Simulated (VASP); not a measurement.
A run of VASP 6.6.1 is set up as follows.

Contents of POSCAR:

```
Ga
1.0
    4.3653200328      0.0000000000      0.0000000000
    0.0000000000      4.3653200328      0.0000000000
    0.0000000000      0.0000000000      4.3653200328
Ga
4
Direct
    0.8750000000      0.1250000000      0.6250000000
    0.3750000000      0.3750000000      0.3750000000
    0.1250000000      0.6250000000      0.8750000000
    0.6250000000      0.8750000000      0.1250000000
```

File INCAR.step1:

```
SYSTEM = Ga
PREC = Accurate ; ENCUT = 520
ISMEAR = 0 ; SIGMA = 0.1
LREAL = .False. ; LASPH = .True.
NELM = 80 ; NBANDS = 34
GGA = PE ; ALGO = Normal
EDIFF = 1E-4 ; LWAVE = .True.
LCHARG = .False.
```

Contents of INCAR.step2:

```
SYSTEM = Ga
PREC = Accurate ; ENCUT = 520
EDIFF = 1E-6 ; ISMEAR = 0
SIGMA = 0.1 ; LREAL = .False.
LASPH = .True. ; NELM = 80
ALGO = Normal ; ISIF = 2
LWAVE = .False. ; LCHARG = .False.
METAGGA = R2SCAN ; LMIXTAU = .True.
NBANDS = 34 ; ISTART = 1
```

The input KPOINTS:

```
regular mesh
0
Gamma
  10 10 10
  0 0 0
```

Potentials or basis: VASP PAW PBE potentials, release 64 (Ga_d).

Run with:

```bash
$ cat potpaw_PBE.64/Ga_d/POTCAR > POTCAR
$ cp INCAR.step1 INCAR
$ mpirun -np 1 vasp_std > vasp.out
$ cp INCAR.step2 INCAR
$ mpirun -np 1 vasp_std > vasp.out
```

(1) Estimate the pressure.

(2) Estimate the band gap on the k mesh.

Results:

(1) -2.7 GPa.

(2) zero (bands 26 and 27 overlap by 2.92 eV).

Caveat: the PAW data sets were made with another functional, which shifts forces and pressure a little.
